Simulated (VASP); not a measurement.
# Ta3N (P-3m1) in VASP: notebook

The runs below take Ta3N through single point, with LDA, PBE.

Everything below comes from runs of VASP 6.6.1. Logs are shortened: lines on timing, memory, paths and dates and some standing lists are left out, and cuts for length are marked.

## Step 1: The cell of the first run

It takes space group P-3m1 (No. 164, trigonal). The conventional cell has a = 3.092 Å, b = 3.092 Å, c = 7.672 Å, α = 90.00°, β = 90.00°, γ = 120.00°. Ta (site symmetry 3m) has 3 N at 2.23 Å within 2.9 Å. Within 4.0 Å of Ta (site symmetry -3m) lie 12 Ta at 3.07 to 3.09 Å and 2 N at 3.84 Å. N (site symmetry -3m) has 6 Ta at 2.23 Å within 2.9 Å.

## Step 2: Single point, LDA (volume scaled by 1.06)

INCAR reads:

```
  ALGO = Normal
  EDIFF = 1E-7
  ENCUT = 520
  ISIF = 2
  ISMEAR = -1
  LASPH = T
  LCHARG = F
  LREAL = F
  LWAVE = F
  NBANDS = 27
  NELM = 80
  PREC = Accurate
  SIGMA = 0.05
```

KPOINTS reads:

```
k-points
0
Gamma
  10 10 4
```

POSCAR reads:

```
Ta3N
1.0
    3.0916944585      0.0000000000      0.0000000000
   -1.5458472293      2.6774859418      0.0000000000
    0.0000000000      0.0000000000      7.6717065629
Ta N
3 1
Direct
    0.6666666667      0.3333333333      0.8260700000
    0.3333333333      0.6666666667      0.1739300000
    0.0000000000      0.0000000000      0.5000000000
    0.0000000000      0.0000000000      0.0000000000
```

Potentials or basis: VASP PAW LDA potentials, release 64 (Ta_pv, N).

Started as:

```console
$ cat potpaw_LDA.64/Ta_pv/POTCAR potpaw_LDA.64/N/POTCAR > POTCAR
$ mpirun -np 1 vasp_std > vasp.out
```

OUTCAR:

```text
EDIFF = 1E-7
   ENCUT = 520
   ISIF = 2
   ISMEAR = -1
   LASPH = T
   LREAL = F
   NELM = 80
   PREC = Accurate

 ion  position               nearest neighbor table
   1  0.667  0.333  0.826-   4 2.23   4 2.23   4 2.23   3 3.07   3 3.07   3 3.07   2 3.21   2 3.21
                             2 3.21
   2  0.333  0.667  0.174-   4 2.23   4 2.23   4 2.23   3 3.07   3 3.07   3 3.07   1 3.21   1 3.21
                             1 3.21
   3  0.000  0.000  0.500-   1 3.07   2 3.07   1 3.07   2 3.07   1 3.07   2 3.07
   4  0.000  0.000  0.000-   1 2.23   2 2.23   1 2.23   2 2.23   1 2.23   2 2.23

  LATTYP: Found a hexagonal cell.
 ALAT       =     3.0916944585
 C/A-ratio  =     2.4813922158

  Lattice vectors:

 A1 = (   3.0916944585,   0.0000000000,   0.0000000000)
 A2 = (  -1.5458472293,   2.6774859418,   0.0000000000)
 A3 = (   0.0000000000,   0.0000000000,   7.6717065629)

Analysis of symmetry for initial positions (statically):
=====================================================================
 Subroutine PRICEL returns:
 Original cell was already a primitive cell.

 Routine SETGRP: Setting up the symmetry group for a
 hexagonal supercell.

 Subroutine GETGRP returns: Found 12 space group operations
 (whereof 12 operations were pure point group operations)
 out of a pool of 24 trial point group operations.

The static configuration has the point symmetry D_3d.

Analysis of symmetry for dynamics (positions and initial velocities):
=====================================================================
 Subroutine PRICEL returns:
 Original cell was already a primitive cell.

 Routine SETGRP: Setting up the symmetry group for a
 hexagonal supercell.

 Subroutine GETGRP returns: Found 12 space group operations
 (whereof 12 operations were pure point group operations)
 out of a pool of 24 trial point group operations.

The dynamic configuration has the point symmetry D_3d.

 Subroutine INISYM returns: Found 12 space group operations
 (whereof 12 operations are pure point group operations),
 and found     1 'primitive' translations

----------------------------------------------------------------------------------------

                                     Primitive cell

  volume of cell :      63.5061

  direct lattice vectors                    reciprocal lattice vectors
     3.091694459  0.000000000  0.000000000     0.323447227  0.186742344  0.000000000
    -1.545847229  2.677485942  0.000000000     0.000000000  0.373484687  0.000000000
     0.000000000  0.000000000  7.671706563     0.000000000  0.000000000  0.130349094

  length of vectors
     3.091694459  3.091694459  7.671706563     0.373484687  0.373484687  0.130349094

  position of ions in fractional coordinates (direct lattice)
     0.666666667  0.333333333  0.826070000
     0.333333333  0.666666667  0.173930000
     0.000000000  0.000000000  0.500000000
     0.000000000  0.000000000  0.000000000

  ion indices of the primitive-cell ions
   primitive index   ion index
                 1           1
                 2           2
                 3           3
                 4           4

----------------------------------------------------------------------------------------

 KPOINTS: k-points

Automatic generation of k-mesh.
 Grid dimensions read from file:
 generate k-points for:   10   10    4

 Generating k-lattice:

  Cartesian coordinates                     Fractional coordinates (reciprocal lattice)
     0.032344723  0.018674234  0.000000000     0.100000000  0.000000000  0.000000000
     0.000000000  0.037348469  0.000000000     0.000000000  0.100000000  0.000000000
     0.000000000  0.000000000  0.032587274     0.000000000  0.000000000  0.250000000

  Length of vectors
     0.037348469  0.037348469  0.032587274

  Shift w.r.t. Gamma in fractional coordinates (k-lattice)
     0.000000000  0.000000000  0.000000000

 Subroutine IBZKPT returns following result:
 ===========================================

 Found     50 irreducible k-points:

 Following reciprocal coordinates:
            Coordinates               Weight
  0.000000  0.000000  0.000000      1.000000
  0.100000 -0.000000  0.000000      6.000000
  0.200000 -0.000000  0.000000      6.000000
  0.300000  0.000000  0.000000      6.000000
  0.400000  0.000000  0.000000      6.000000
  0.500000  0.000000  0.000000      3.000000
[... 16 lines left out ...]
  0.000000  0.400000  0.250000      6.000000
  0.500000  0.000000  0.250000      6.000000
 [... further k-points ...]
   k-points           NKPTS =     50   k-points in BZ     NKDIM =     50   number of bands    NBANDS=     27
   number of dos      NEDOS =    301   number of ions     NIONS =      4
   total plane-waves  NPLWV =  34560
   dimension x,y,z NGX =    24 NGY =   24 NGZ =   60
   dimension x,y,z NGXF=    48 NGYF=   48 NGZF=  120
   ions per type =               3   1
   NGX,Y,Z   is equivalent  to a cutoff of  12.91, 12.91, 13.00 a.u.
   NGXF,Y,Z  is equivalent  to a cutoff of  25.81, 25.81, 26.00 a.u.
 SYSTEM =  unknown system
   PREC   = accura    normal or accurate (medium, high low for compatibility)
   ISTART =      0    job   : 0-new  1-cont  2-samecut
   ICHARG =      2    charge: 1-file 2-atom 10-const
   ISPIN  =      1    spin polarized calculation?
   LNONCOLLINEAR =      F non collinear calculations
   LSORBIT =      F    spin-orbit coupling
   LASPH  =      T    aspherical Exc in radial PAW
   ENCUT  =  520.0 eV  38.22 Ry    6.18 a.u.   5.75  5.75 14.26*2*pi/ulx,y,z
   NELM   =     80;   NELMIN=  2; NELMDL= -5     # of ELM steps
   EDIFF  = 0.1E-06   stopping-criterion for ELM
   LREAL  =      F    real-space projection
   EDIFFG = 0.1E-05   stopping-criterion for IOM
   NSW    =      0    number of steps for IOM
   IBRION =     -1    ionic relax: 0-MD 1-quasi-New 2-CG
   NFREE  =      0    steps in history (QN), initial steepest desc. (CG)
   ISIF   =      2    stress and relaxation
   ISYM   =      2    0-nonsym 1-usesym 2-fastsym
   POTIM  = 0.5000    time-step for ionic-motion
   TEBEG  =    0.0;   TEEND  =   0.0 temperature during run
   PSTRESS=    0.0 pullay stress
   NELECT =      38.0000    total number of electrons
   NUPDOWN=      -1.0000    fix difference up-down
   EMIN   =  10.00;   EMAX   =-10.00  energy-range for DOS
   EFERMI =   0.00;   METHOD = LEGACY
   ISMEAR =    -1;   SIGMA  =   0.05  broadening in eV -4-tet -1-fermi 0-gaus
   EFERMI_NEDOS =   21; number of points for ismear=-14 and -15
   IALGO  =     38    algorithm
   IMIX   =      4    mixing-type and parameters
     AMIX     =   0.40;   BMIX     =  1.00
     AMIX_MAG =   1.60;   BMIX_MAG =  1.00
  volume/ion in A,a.u.               =      15.88       107.14
  Fermi-wavevector in a.u.,A,eV,Ry     =   1.379529  2.606931 25.893245  1.903100
  Thomas-Fermi vector in A             =   2.504490
   LORBIT       =      0    0 simple, 1 ext, 2 COOP (PROOUT), +10 PAW based schemes
   GGA     = CA    functional components
   LHFCALC =     F    Hartree Fock is set to
   AEXX    =    0.0000 exact exchange contribution
   IVDW    =     0    specifies the selected vdW correction
   LEPSILON=     F    determine dielectric tensor
   LRPA    =     F    only Hartree local field effects (RPA)
 non-spin polarized calculation
  energy-cutoff  :      520.00
  volume of cell :       63.51
 maximum number of plane-waves:      1740
 NGX is ok and might be reduce to    24
   NGX = 11   NGY = 11   NGZ = 29

 number of electron      38.0000004 magnetization

 Free energy of the ion-electron system (eV)
  ---------------------------------------------------
  ext. energy  EPLUGINS =         0.00000000
  ---------------------------------------------------
  free energy    TOTEN  =       -49.31329175 eV

  energy without entropy =      -49.28669526  energy(sigma->0) =      -49.29999351

 E-fermi :   5.9861     XC(G=0): -12.5850

 val. band max:        5.9841800104   @ k =   0.2000   0.2000   0.0000
 cond. band min:       5.9949683109   @ k =   0.4000   0.0000   0.5000
 fundamental gap:      0.0107883005
 Fermi energy:         5.9861042320

 k-point     1 :       0.0000    0.0000    0.0000
  band No.  band energies     occupation
      1     -29.0320      2.00000
      2     -28.7942      2.00000
      3     -28.5336      2.00000
      4     -28.5336      2.00000
      5     -28.5087      2.00000
      6     -28.5087      2.00000
[... 19 lines left out ...]
     26       8.0502      0.00000
     27       9.0883      0.00000

 k-point     2 :       0.1000   -0.0000    0.0000
  band No.  band energies     occupation
      1     -29.0200      2.00000
      2     -28.7884      2.00000
      3     -28.5920      2.00000
      4     -28.5628      2.00000
      5     -28.5519      2.00000
      6     -28.5180      2.00000
[... 19 lines left out ...]
     26       8.4741      0.00000
     27       9.5190      0.00000

 k-point     3 :       0.2000   -0.0000    0.0000
  band No.  band energies     occupation
      1     -28.9950      2.00000
      2     -28.8137      2.00000
      3     -28.7102      2.00000
      4     -28.6858      2.00000
      5     -28.5959      2.00000
      6     -28.5457      2.00000
[... 19 lines left out ...]
     26       9.1119      0.00000
     27       9.9235      0.00000

 k-point     4 :       0.3000    0.0000    0.0000
  band No.  band energies     occupation
      1     -29.0169      2.00000
      2     -28.9588      2.00000
      3     -28.8253      2.00000
      4     -28.6949      2.00000
      5     -28.6472      2.00000
      6     -28.5822      2.00000
[... 19 lines left out ...]
     26       9.6156      0.00000
     27      10.1381      0.00000
[... 516 lines left out ...]
      4     -28.7286      2.00000
      5     -28.6843      2.00000
      6     -28.6161      2.00000
[... 19 lines left out ...]
     26       9.9822      0.00000
     27      10.0676      0.00000

 k-point    23 :       0.0000    0.4000    0.2500
  band No.  band energies     occupation
      1     -29.1396      2.00000
      2     -29.0728      2.00000
      3     -28.8390      2.00000
      4     -28.6853      2.00000
      5     -28.6787      2.00000
      6     -28.6149      2.00000
[... 19 lines left out ...]
     26      10.2351      0.00000
     27      10.6842      0.00000

 k-point    24 :       0.5000    0.0000    0.2500
  band No.  band energies     occupation
      1     -29.1901      2.00000
      2     -29.1180      2.00000
      3     -28.8222      2.00000
      4     -28.7042      2.00000
      5     -28.6997      2.00000
      6     -28.6274      2.00000
[... 19 lines left out ...]
     26      10.4161      0.00000
     27      11.0897      0.00000

 [... further k-points ...]
[... 5 lines left out ...]
  --------------------------------------------------------------------------------------
  -------------------------------------------------------------------------------------
  Total       -9.4718550     -9.4718550     -9.3727161      0.0000000      0.0000000      0.0000000
  in kB     -238.9625662   -238.9625662   -236.4614203      0.0000000      0.0000000      0.0000000
  external PRESSURE =    -238.1288509 kB  Pullay stress =       0.0000000 kB

 VOLUME and BASIS-vectors are now :
 -----------------------------------------------------------------------------
  energy-cutoff  :      520.00
  volume of cell :       63.51
      direct lattice vectors                 reciprocal lattice vectors
     3.091694459  0.000000000  0.000000000     0.323447227  0.186742344  0.000000000
    -1.545847229  2.677485942  0.000000000     0.000000000  0.373484687  0.000000000
     0.000000000  0.000000000  7.671706563     0.000000000  0.000000000  0.130349094

 POSITION                                       TOTAL-FORCE (eV/Angst)
 -----------------------------------------------------------------------------------
      1.54585      0.89250      6.33737        -0.000000      0.000000      0.795954
     -0.00000      1.78499      1.33434        -0.000000      0.000000     -0.795954
      0.00000      0.00000      3.83585         0.000000      0.000000      0.000000
      0.00000      0.00000      0.00000         0.000000      0.000000      0.000000
 -----------------------------------------------------------------------------------
    total drift:                                0.000000     -0.000000      0.000000

  FREE ENERGIE OF THE ION-ELECTRON SYSTEM (eV)
  ---------------------------------------------------
  free  energy   TOTEN  =       -49.3132917500 eV

  energy  without entropy=      -49.2866952648  energy(sigma->0) =      -49.29999351
```

Run time: 87 s. Hardware: 1 thread of Intel Xeon Platinum 8259CL at 2.50GHz (Skylake/Cascade Lake), shared host; peak memory 0.2 GiB.

Results:

* Free energy: -49.3133 eV
* Pressure: -23.8 GPa
* Largest force: 0.796 eV/Å
* Band gap on the k mesh: zero (band 19 reaches 6.34 eV, above the bottom of band 20 at 5.75 eV)

Forces in eV/Å, atoms in the order of the input:
```
Ta   0.000  0.000  0.796
Ta   0.000  0.000 -0.796
Ta   0.000  0.000  0.000
N    0.000  0.000  0.000
```

Caveat: the cell differs from its parent crystal (volume scaled by 1.06); spin-orbit coupling is left out, which moves the levels of the heavy elements.

## Step 3: Single point, PBE

This run uses another cell than the first one, of 14.08 Å³/atom, 0.887 times its volume.

INCAR reads:

```
  PREC = Accurate
  ENCUT = 520
  EDIFF = 1E-6
  ISMEAR = -1
  SIGMA = 0.05
  LREAL = F
  LASPH = T
  NELM = 80
  ALGO = Normal
  ISIF = 2
  LWAVE = F
  LCHARG = F
  GGA = PE
  NBANDS = 27
```

KPOINTS reads:

```
regular mesh
0
Gamma
  10 10 4
```

POSCAR reads:

```
Ta3N
1.0
    2.9703244971      0.0000000000      0.0000000000
   -1.4851622486      2.5723764720      0.0000000000
    0.0000000000      0.0000000000      7.3705400853
Ta N
3 1
Direct
    0.6666666667      0.3333333333      0.8260700000
    0.3333333333      0.6666666667      0.1739300000
    0.0000000000      0.0000000000      0.5000000000
    0.0000000000      0.0000000000      0.0000000000
```

Potentials or basis: VASP PAW PBE potentials, release 64 (Ta_pv, N).

Started as:

```console
$ cat potpaw_PBE.64/Ta_pv/POTCAR potpaw_PBE.64/N/POTCAR > POTCAR
$ mpirun -np 1 vasp_std > vasp.out
```

It took 51 s on 1 thread of Intel Xeon 6975P-C (Granite Rapids), shared host; peak memory 0.21 GiB.

It converged, with:

```yaml
Free_energy: -45.4514 eV
Pressure: 16.9 GPa
Largest_force: 0.347 eV/Å
Band_gap_on_the_k_mesh: zero (band 19 reaches 7.71 eV, above the bottom of band 20 at 6.95 eV)
```

Forces in eV/Å, atoms in the order of the input:
```
Ta   0.000  0.000 -0.347
Ta   0.000  0.000  0.347
Ta   0.000  0.000  0.000
N    0.000  0.000  0.000
```

Stress tensor (GPa, compression positive):
```
16.39  0.00  0.00
 0.00 16.39  0.00
 0.00  0.00 18.02
```

Levels at points of the mesh, in eV from the Fermi level:
```csv
k point,band 15,band 16,band 17,band 18,band 19,band 20,band 21,band 22,band 23,band 24
"(0.00, 0.00, 0.00)",-3.73,-1.33,-0.54,-0.54,-0.36,0.26,0.26,0.98,1.98,1.98
"(0.50, 0.00, 0.00)",-4.02,-3.32,-1.16,-0.54,0.20,0.71,1.05,3.76,4.37,4.73
"(0.00, 0.00, 0.50)",-3.76,-1.34,-1.19,-0.31,-0.31,0.55,0.55,1.28,1.34,1.34
"(0.50, 0.00, 0.50)",-3.87,-3.13,-1.34,-1.30,0.27,1.03,1.32,2.58,4.73,4.83
```

Caveat: spin-orbit coupling is left out, which moves the levels of the heavy elements.
